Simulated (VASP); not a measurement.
MgBe2Te3:

```
Mg Be Te
1.0
     6.51040    0.00000    0.00000
    -3.25520    5.63817    0.00000
     0.00000    0.00000    3.59281
Mg Be Te
1 2 3
Direct
  0.00000 0.00000 0.00000
  0.33333 0.66667 0.00000
  0.66667 0.33333 0.00000
  0.50000 0.00000 0.50000
  0.50000 0.50000 0.50000
  0.00000 0.50000 0.50000
```

The cell was generated, and may not be a known phase.

```yaml
Program: VASP 6.6.1
Task: relaxation of cell and atoms
Functional: PBE
Potentials_or_basis: VASP PAW PBE potentials, release 64 (Mg, Be, Te)
Cutoff: 600 eV
k_mesh: 3 × 3 × 6
Occupations: gaussian, width 0.1 eV
Spin: no spin polarisation
```

At the start: pressure 4.4 GPa; volume 21.98 Å³/atom.

**Question.** Where does the relaxation end?

**Answer.** Over 5 steps the energy falls by 38.2 meV/atom and the volume is 24.04 Å³/atom (+9.4 %); space group P6/mmm (No. 191, to 0.1 Å) before and after.

Step by step:
```
step  energy change (eV)  largest force (eV/Å)  pressure (GPa)  volume (Å³)
   1              0.0000                0.0000            4.35       131.88
   2             -0.2212                0.0000            0.08       143.55
   3             -0.2240                0.0000           -0.48       145.49
   4             -0.2241                0.0000           -0.39       145.18
   5             -0.2294                0.0000            0.05       144.24
```

Final structure:
```
Mg Be Te
1.0
     6.82712    0.00000    0.00000
    -3.41356    5.91246    0.00000
     0.00000    0.00000    3.57330
Mg Be Te
1 2 3
Direct
  0.00000 0.00000 0.00000
  0.33333 0.66667 0.00000
  0.66667 0.33333 0.00000
  0.50000 0.00000 0.50000
  0.50000 0.50000 0.50000
  0.00000 0.50000 0.50000
```

Caveat: the k points lie up to 0.35 Å⁻¹ apart in the final cell, too coarse for converged energies and pressures of a metal.
